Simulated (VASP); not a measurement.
# LiCl (Fm-3m) in VASP: a series of runs

Aim: see how the results for LiCl move with the level of theory and the settings. Levels: PBEsol, r2SCAN, HSE06. Tasks: single point.

All numbers are computed with VASP 6.6.1; they aren't measurements. Logs are shortened: lines on timing, memory, paths and dates and some standing lists are left out, and cuts for length are marked.

## 1. The cell of the first run

It takes space group Fm-3m (No. 225, cubic). The conventional cell has a = 5.066 Å, b = 5.066 Å, c = 5.066 Å, α = 90.00°, β = 90.00°, γ = 90.00°. Within 3.3 Å of Cl (site symmetry m-3m) lie 6 Li at 2.53 Å. Within 3.3 Å of Li (site symmetry m-3m) lie 6 Cl at 2.53 Å.

## 2. Single point, PBEsol

File INCAR:

```
SYSTEM = LiCl
PREC = Accurate ; ENCUT = 520
EDIFF = 1E-6 ; ISMEAR = -1
SIGMA = 0.05 ; LREAL = Auto
LASPH = .TRUE. ; NELM = 100
ALGO = Normal ; ISIF = 2
LWAVE = .FALSE. ; LCHARG = .TRUE.
GGA = PS ; LELF = .TRUE.
LVHAR = .TRUE. ; NBANDS = 198
```

File KPOINTS:

```
regular mesh
0
G
  1 1 1
  0 0 0
```

File POSCAR:

```
LiCl
1.0
   10.1327090000      0.0000000000      0.0000000000
    0.0000000000     10.1327090000      0.0000000000
    0.0000000000      0.0000000000     10.1327090000
Cl Li
32 32
Direct
    0.2500000000      0.0000000000      0.0000000000
    0.2500000000      0.0000000000      0.5000000000
    0.2500000000      0.5000000000      0.0000000000
    0.2500000000      0.5000000000      0.5000000000
    0.7500000000      0.0000000000      0.0000000000
    0.7500000000      0.0000000000      0.5000000000
    0.7500000000      0.5000000000      0.0000000000
    0.7500000000      0.5000000000      0.5000000000
    0.0000000000      0.2500000000      0.0000000000
    0.0000000000      0.2500000000      0.5000000000
    0.0000000000      0.7500000000      0.0000000000
    0.0000000000      0.7500000000      0.5000000000
    0.5000000000      0.2500000000      0.0000000000
    0.5000000000      0.2500000000      0.5000000000
    0.5000000000      0.7500000000      0.0000000000
    0.5000000000      0.7500000000      0.5000000000
    0.0000000000      0.0000000000      0.2500000000
    0.0000000000      0.0000000000      0.7500000000
    0.0000000000      0.5000000000      0.2500000000
    0.0000000000      0.5000000000      0.7500000000
    0.5000000000      0.0000000000      0.2500000000
    0.5000000000      0.0000000000      0.7500000000
    0.5000000000      0.5000000000      0.2500000000
    0.5000000000      0.5000000000      0.7500000000
    0.2500000000      0.2500000000      0.2500000000
    0.2500000000      0.2500000000      0.7500000000
    0.2500000000      0.7500000000      0.2500000000
    0.2500000000      0.7500000000      0.7500000000
    0.7500000000      0.2500000000      0.2500000000
    0.7500000000      0.2500000000      0.7500000000
    0.7500000000      0.7500000000      0.2500000000
    0.7500000000      0.7500000000      0.7500000000
    0.0000000000      0.0000000000      0.0000000000
    0.0000000000      0.0000000000      0.5000000000
    0.0000000000      0.5000000000      0.0000000000
    0.0000000000      0.5000000000      0.5000000000
    0.5000000000      0.0000000000      0.0000000000
    0.5000000000      0.0000000000      0.5000000000
    0.5000000000      0.5000000000      0.0000000000
    0.5000000000      0.5000000000      0.5000000000
    0.2500000000      0.2500000000      0.0000000000
    0.2500000000      0.2500000000      0.5000000000
    0.2500000000      0.7500000000      0.0000000000
    0.2500000000      0.7500000000      0.5000000000
    0.7500000000      0.2500000000      0.0000000000
    0.7500000000      0.2500000000      0.5000000000
    0.7500000000      0.7500000000      0.0000000000
    0.7500000000      0.7500000000      0.5000000000
    0.2500000000      0.0000000000      0.2500000000
    0.2500000000      0.0000000000      0.7500000000
    0.2500000000      0.5000000000      0.2500000000
    0.2500000000      0.5000000000      0.7500000000
    0.7500000000      0.0000000000      0.2500000000
    0.7500000000      0.0000000000      0.7500000000
    0.7500000000      0.5000000000      0.2500000000
    0.7500000000      0.5000000000      0.7500000000
    0.0000000000      0.2500000000      0.2500000000
    0.0000000000      0.2500000000      0.7500000000
    0.0000000000      0.7500000000      0.2500000000
    0.0000000000      0.7500000000      0.7500000000
    0.5000000000      0.2500000000      0.2500000000
    0.5000000000      0.2500000000      0.7500000000
    0.5000000000      0.7500000000      0.2500000000
    0.5000000000      0.7500000000      0.7500000000
```

Potentials or basis: VASP PAW PBE potentials, release 64 (Cl, Li_sv).

Started as:

```console
cat potpaw_PBE.64/Cl/POTCAR potpaw_PBE.64/Li_sv/POTCAR > POTCAR
mpirun -np 1 vasp_gam > vasp.out
```

OUTCAR:

```text
SYSTEM = LiCl
   PREC = Accurate
   ENCUT = 520
   EDIFF = 1E-6
   ISMEAR = -1
   LREAL = Auto
   LASPH = .TRUE.
   NELM = 100
   ISIF = 2
   GGA = PS

 ion  position               nearest neighbor table
   1  0.250  0.000  0.000-  33 2.53  37 2.53  41 2.53  43 2.53  49 2.53  50 2.53
   2  0.250  0.000  0.500-  34 2.53  38 2.53  42 2.53  44 2.53  49 2.53  50 2.53
   3  0.250  0.500  0.000-  35 2.53  39 2.53  41 2.53  43 2.53  51 2.53  52 2.53
   4  0.250  0.500  0.500-  36 2.53  40 2.53  42 2.53  44 2.53  51 2.53  52 2.53
   5  0.750  0.000  0.000-  33 2.53  37 2.53  45 2.53  47 2.53  53 2.53  54 2.53
   6  0.750  0.000  0.500-  34 2.53  38 2.53  46 2.53  48 2.53  53 2.53  54 2.53
[... 56 lines left out ...]
  63  0.500  0.750  0.250-  15 2.53  16 2.53  21 2.53  23 2.53  27 2.53  31 2.53
  64  0.500  0.750  0.750-  15 2.53  16 2.53  22 2.53  24 2.53  28 2.53  32 2.53

  LATTYP: Found a simple cubic cell.
 ALAT       =    10.1327090000

  Lattice vectors:

 A1 = (  10.1327090000,   0.0000000000,   0.0000000000)
 A2 = (   0.0000000000,  10.1327090000,   0.0000000000)
 A3 = (   0.0000000000,   0.0000000000,  10.1327090000)

Analysis of symmetry for initial positions (statically):
=====================================================================
 Subroutine PRICEL returns following result:

  LATTYP: Found a face centered cubic cell.
 ALAT       =     5.0663545000

  Lattice vectors:

 A1 = (   2.5331772500,  -2.5331772500,   0.0000000000)
 A2 = (   2.5331772500,   0.0000000000,   2.5331772500)
 A3 = (   0.0000000000,  -2.5331772500,   2.5331772500)

  32 primitive cells build up your supercell.

 Routine SETGRP: Setting up the symmetry group for a
 simple cubic supercell.

 Subroutine GETGRP returns: Found 48 space group operations
 (whereof 48 operations were pure point group operations)
 out of a pool of 48 trial point group operations.

The static configuration has the point symmetry O_h .

Analysis of symmetry for dynamics (positions and initial velocities):
=====================================================================
 Subroutine PRICEL returns following result:

  LATTYP: Found a face centered cubic cell.
 ALAT       =     5.0663545000

  Lattice vectors:

 A1 = (   2.5331772500,  -2.5331772500,   0.0000000000)
 A2 = (   2.5331772500,   0.0000000000,   2.5331772500)
 A3 = (   0.0000000000,  -2.5331772500,   2.5331772500)

  32 primitive cells build up your supercell.

 Routine SETGRP: Setting up the symmetry group for a
 simple cubic supercell.

 Subroutine GETGRP returns: Found 48 space group operations
 (whereof 48 operations were pure point group operations)
 out of a pool of 48 trial point group operations.

The dynamic configuration has the point symmetry O_h .

 Subroutine INISYM returns: Found 48 space group operations
 (whereof 48 operations are pure point group operations),
 and found    32 'primitive' translations

----------------------------------------------------------------------------------------

                                     Primitive cell

  volume of cell :      32.5107

  direct lattice vectors                    reciprocal lattice vectors
     2.533177250 -2.533177250  0.000000000     0.197380582 -0.197380582 -0.197380582
     2.533177250  0.000000000  2.533177250     0.197380582  0.197380582  0.197380582
     0.000000000 -2.533177250  2.533177250    -0.197380582 -0.197380582  0.197380582

  length of vectors
     3.582453623  3.582453623  3.582453623     0.341873197  0.341873197  0.341873197

  position of ions in fractional coordinates (direct lattice)
     0.500000000  0.500000000  0.500000000
     0.000000000  0.000000000  0.000000000

  ion indices of the primitive-cell ions
   primitive index   ion index
                 1           1
                 2          33

----------------------------------------------------------------------------------------

 KPOINTS: regular mesh

Automatic generation of k-mesh.
 Grid dimensions read from file:
 generate k-points for:    1    1    1

 Generating k-lattice:

  Cartesian coordinates                     Fractional coordinates (reciprocal lattice)
     0.098690291  0.000000000  0.000000000     1.000000000  0.000000000  0.000000000
     0.000000000  0.098690291  0.000000000     0.000000000  1.000000000  0.000000000
     0.000000000  0.000000000  0.098690291     0.000000000  0.000000000  1.000000000

  Length of vectors
     0.098690291  0.098690291  0.098690291

  Shift w.r.t. Gamma in fractional coordinates (k-lattice)
     0.000000000  0.000000000  0.000000000

 Subroutine IBZKPT returns following result:
 ===========================================

 Found      1 irreducible k-points:

 Following reciprocal coordinates:
            Coordinates               Weight
  0.000000  0.000000  0.000000      1.000000
   k-points           NKPTS =      1   k-points in BZ     NKDIM =      1   number of bands    NBANDS=    198
   number of dos      NEDOS =    301   number of ions     NIONS =     64
   total plane-waves  NPLWV = 512000
   dimension x,y,z NGX =    80 NGY =   80 NGZ =   80
   dimension x,y,z NGXF=   160 NGYF=  160 NGZF=  160
   ions per type =              32  32
   NGX,Y,Z   is equivalent  to a cutoff of  13.13, 13.13, 13.13 a.u.
   NGXF,Y,Z  is equivalent  to a cutoff of  26.25, 26.25, 26.25 a.u.
 SYSTEM =  LiCl
   PREC   = accura    normal or accurate (medium, high low for compatibility)
   ISTART =      0    job   : 0-new  1-cont  2-samecut
   ICHARG =      2    charge: 1-file 2-atom 10-const
   ISPIN  =      1    spin polarized calculation?
   LNONCOLLINEAR =      F non collinear calculations
   LSORBIT =      F    spin-orbit coupling
   LASPH  =      T    aspherical Exc in radial PAW
   ENCUT  =  520.0 eV  38.22 Ry    6.18 a.u.  18.84 18.84 18.84*2*pi/ulx,y,z
   NELM   =    100;   NELMIN=  2; NELMDL= -5     # of ELM steps
   EDIFF  = 0.1E-05   stopping-criterion for ELM
   LREAL  =      T    real-space projection
   EDIFFG = 0.1E-04   stopping-criterion for IOM
   NSW    =      0    number of steps for IOM
   IBRION =     -1    ionic relax: 0-MD 1-quasi-New 2-CG
   NFREE  =      0    steps in history (QN), initial steepest desc. (CG)
   ISIF   =      2    stress and relaxation
   ISYM   =      2    0-nonsym 1-usesym 2-fastsym
   POTIM  = 0.5000    time-step for ionic-motion
   TEBEG  =    0.0;   TEEND  =   0.0 temperature during run
   PSTRESS=    0.0 pullay stress
   NELECT =     320.0000    total number of electrons
   NUPDOWN=      -1.0000    fix difference up-down
   EMIN   =  10.00;   EMAX   =-10.00  energy-range for DOS
   EFERMI =   0.00;   METHOD = LEGACY
   ISMEAR =    -1;   SIGMA  =   0.05  broadening in eV -4-tet -1-fermi 0-gaus
   EFERMI_NEDOS =   21; number of points for ismear=-14 and -15
   IALGO  =     38    algorithm
   IMIX   =      4    mixing-type and parameters
     AMIX     =   0.40;   BMIX     =  1.00
     AMIX_MAG =   1.60;   BMIX_MAG =  1.00
  volume/ion in A,a.u.               =      16.26       109.70
  Fermi-wavevector in a.u.,A,eV,Ry     =   1.105094  2.088325 16.615883  1.221233
  Thomas-Fermi vector in A             =   2.241576
   LORBIT       =      0    0 simple, 1 ext, 2 COOP (PROOUT), +10 PAW based schemes
   GGA     = PS    functional components
   LHFCALC =     F    Hartree Fock is set to
   AEXX    =    0.0000 exact exchange contribution
   IVDW    =     0    specifies the selected vdW correction
   LEPSILON=     F    determine dielectric tensor
   LRPA    =     F    only Hartree local field effects (RPA)
 non-spin polarized calculation
  energy-cutoff  :      520.00
  volume of cell :     1040.34
 maximum number of plane-waves:     14009
 NGX is ok and might be reduce to    80
   NGX = 37   NGY = 37   NGZ = 37

 number of electron     320.0000391 magnetization

 Free energy of the ion-electron system (eV)
  ---------------------------------------------------
  ext. energy  EPLUGINS =         0.00000000
  ---------------------------------------------------
  free energy    TOTEN  =      -243.92408038 eV

  energy without entropy =     -243.92408038  energy(sigma->0) =     -243.92408038

 E-fermi :   2.1291     XC(G=0):  -9.0687

 val. band max:        0.8343388221   @ k =   0.0000   0.0000   0.0000
 cond. band min:       7.1809460791   @ k =   0.0000   0.0000   0.0000
 fundamental gap:      6.3466072571
 Fermi energy:         2.1290940427

 k-point     1 :       0.0000    0.0000    0.0000
  band No.  band energies     occupation
      1     -41.9436      2.00000
      2     -41.9411      2.00000
      3     -41.9411      2.00000
      4     -41.9411      2.00000
      5     -41.9411      2.00000
      6     -41.9411      2.00000
[... 164 lines left out ...]
    171       8.8577      0.00000
    172       8.9186      0.00000
 [bands above 172 left out]

------------------------ aborting loop because EDIFF is reached ----------------------------------------

  FORCE on cell =-STRESS in cart. coord.  units (eV):
  Direction    XX          YY          ZZ          XY          YZ          ZX
  --------------------------------------------------------------------------------------
  -------------------------------------------------------------------------------------
  Total        1.4030894      1.4030894      1.4030894     -0.0000000     -0.0000000      0.0000000
  in kB        2.1608232      2.1608232      2.1608232     -0.0000000     -0.0000000      0.0000000
  external PRESSURE =       2.1608232 kB  Pullay stress =       0.0000000 kB

 VOLUME and BASIS-vectors are now :
 -----------------------------------------------------------------------------
  energy-cutoff  :      520.00
  volume of cell :     1040.34
      direct lattice vectors                 reciprocal lattice vectors
    10.132709000  0.000000000  0.000000000     0.098690291  0.000000000  0.000000000
     0.000000000 10.132709000  0.000000000     0.000000000  0.098690291  0.000000000
     0.000000000  0.000000000 10.132709000     0.000000000  0.000000000  0.098690291

 POSITION                                       TOTAL-FORCE (eV/Angst)
 -----------------------------------------------------------------------------------
      2.53318      0.00000      0.00000         0.000000      0.000000      0.000000
      2.53318      0.00000      5.06635        -0.000000     -0.000000     -0.000000
      2.53318      5.06635      0.00000        -0.000000     -0.000000      0.000000
      2.53318      5.06635      5.06635        -0.000000      0.000000      0.000000
      7.59953      0.00000      0.00000        -0.000000     -0.000000     -0.000000
      7.59953      0.00000      5.06635        -0.000000     -0.000000     -0.000000
[... 56 lines left out ...]
      5.06635      7.59953      2.53318        -0.000000      0.000000     -0.000000
      5.06635      7.59953      7.59953        -0.000000     -0.000000     -0.000000
 -----------------------------------------------------------------------------------
    total drift:                                0.000000     -0.000000     -0.000000

  FREE ENERGIE OF THE ION-ELECTRON SYSTEM (eV)
  ---------------------------------------------------
  free  energy   TOTEN  =      -243.9240803765 eV

  energy  without entropy=     -243.9240803764  energy(sigma->0) =     -243.92408038
```

Run time: 4 min. Hardware: 1 thread of Intel Xeon Platinum 8488C (Sapphire Rapids), shared host; peak memory 0.91 GiB.

What came out:

```yaml
Free_energy: -243.9241 eV
Band_gap_on_the_k_mesh: 6.35 eV
```

Caveat: the k points lie up to 0.62 Å⁻¹ apart; the cutoff is under 1.25 times the usual one of these potentials, so pressure, stress and relaxed cells hold a basis-set (Pulay) error; the PAW data sets were made with another functional, which shifts forces and pressure a little. A k mesh can miss the band edges.

## 3. Single point, r2SCAN

POSCAR is that of step 2.

File INCAR.step1:

```
ALGO = Normal
EDIFF = 1E-4
ENCUT = 520
GGA = PE
ISMEAR = -1
LASPH = T
LCHARG = F
LREAL = Auto
LWAVE = T
NBANDS = 198
NELM = 60
PREC = Accurate
SIGMA = 0.05
```

File INCAR.step2:

```
ALGO = Normal
EDIFF = 1E-6
ENCUT = 520
ISIF = 2
ISMEAR = -1
ISTART = 1
LASPH = T
LCHARG = F
LMIXTAU = T
LREAL = Auto
LWAVE = F
METAGGA = R2SCAN
NBANDS = 198
NELM = 60
PREC = Accurate
SIGMA = 0.05
```

File KPOINTS:

```
k-points
0
Gamma
  1 1 1
```

Potentials or basis: VASP PAW PBE potentials, release 64 (Cl, Li_sv).

Started as:

```console
cat potpaw_PBE.64/Cl/POTCAR potpaw_PBE.64/Li_sv/POTCAR > POTCAR
cp INCAR.step1 INCAR
mpirun -np 1 vasp_gam > vasp.out
cp INCAR.step2 INCAR
mpirun -np 1 vasp_gam > vasp.out
```

Run time: 17 min. Hardware: 1 thread of Intel Xeon Platinum 8488C (Sapphire Rapids), shared host; peak memory 1.1 GiB.

It converged, with:

```yaml
Free_energy: -402.3767 eV
Band_gap_on_the_k_mesh: 7.54 eV
```

Levels at points of the mesh, in eV from the valence-band top:
```
           k point  band 156  band 157  band 158  band 159  band 160  band 161  band 162  band 163  band 164  band 165
(0.00, 0.00, 0.00)     -0.29     -0.29      0.00      0.00      0.00      7.54      7.57      7.57      7.57      7.57
```

Caveat: the k points lie up to 0.62 Å⁻¹ apart; the cutoff is under 1.25 times the usual one of these potentials, so pressure, stress and relaxed cells hold a basis-set (Pulay) error; the PAW data sets were made with another functional, which shifts forces and pressure a little. A k mesh can miss the band edges.

## 4. Single point, HSE06

POSCAR is that of step 3.

File INCAR.step1:

```
SYSTEM = LiCl
PREC = Accurate
ENCUT = 520
EDIFF = 1E-5
ISMEAR = -1
SIGMA = 0.05
LREAL = Auto
LASPH = .TRUE.
NELM = 80
ALGO = Normal
ISIF = 2
LWAVE = .TRUE.
NBANDS = 198
GGA = PE
LUSENCCL = .FALSE.
```

File INCAR.step2:

```
SYSTEM = LiCl
PREC = Accurate
ENCUT = 520
EDIFF = 1E-7
ISMEAR = -1
SIGMA = 0.05
LREAL = Auto
LASPH = .TRUE.
NELM = 80
ALGO = Normal
ISIF = 2
LWAVE = .FALSE.
LCHARG = .TRUE.
GGA = PE
LHFCALC = .TRUE.
HFSCREEN = 0.2079
PRECFOCK = Fast
LELF = .TRUE.
LVHAR = .TRUE.
NBANDS = 198
ISTART = 1
LUSENCCL = .FALSE.
```

File KPOINTS:

```
regular mesh
0
G
  1 1 1
  0 0 0
```

Started as:

```console
cat potpaw_PBE.64/Cl/POTCAR potpaw_PBE.64/Li_sv/POTCAR > POTCAR
cp INCAR.step1 INCAR
mpirun -np 1 vasp_gam > vasp.out
cp INCAR.step2 INCAR
mpirun -np 1 vasp_gam > vasp.out
```

Run time: 7.4 min. Hardware: 1 × NVIDIA H100 80GB with 1 thread of AMD EPYC 7R13 (Zen 3), shared host; peak memory 1.7 GiB.

The run converged. Its results:

* Free energy: -270.5256 eV
* Band gap on the k mesh: 7.97 eV

Levels at points of the mesh, in eV from the valence-band top:
```
           k point  band 158  band 159  band 160  band 161  band 162  band 163
(0.00, 0.00, 0.00)      0.00      0.00      0.00      7.97      8.17      8.17
```

Caveat: the k points lie up to 0.62 Å⁻¹ apart; the cutoff is under 1.25 times the usual one of these potentials, so pressure, stress and relaxed cells hold a basis-set (Pulay) error; the PAW data sets were made with another functional, which shifts forces and pressure a little. A k mesh can miss the band edges.

## 5. Summary

```csv
level,grid for exact exchange (PRECFOCK),screening parameter,gap on the mesh (eV)
PBEsol,-,-,6.35
r2SCAN,-,-,7.54
HSE06,Fast,0.2079 1/Å,7.97
```

Alike in all rows: task single point; potentials or basis VASP PAW PBE potentials, release 64 (Cl, Li_sv); no spin polarisation; cell as given; k mesh 1 × 1 × 1; cutoff (eV) 520; smearing fermi-dirac 0.05 eV.

Caveats: all runs use coarse meshes; the cutoff is under 1.25 times the usual one of these potentials, so pressure, stress and relaxed cells hold a basis-set (Pulay) error; the PAW data sets were made with another functional, which shifts forces and pressure a little.

Absolute energies hang on the potentials; compare differences alone.
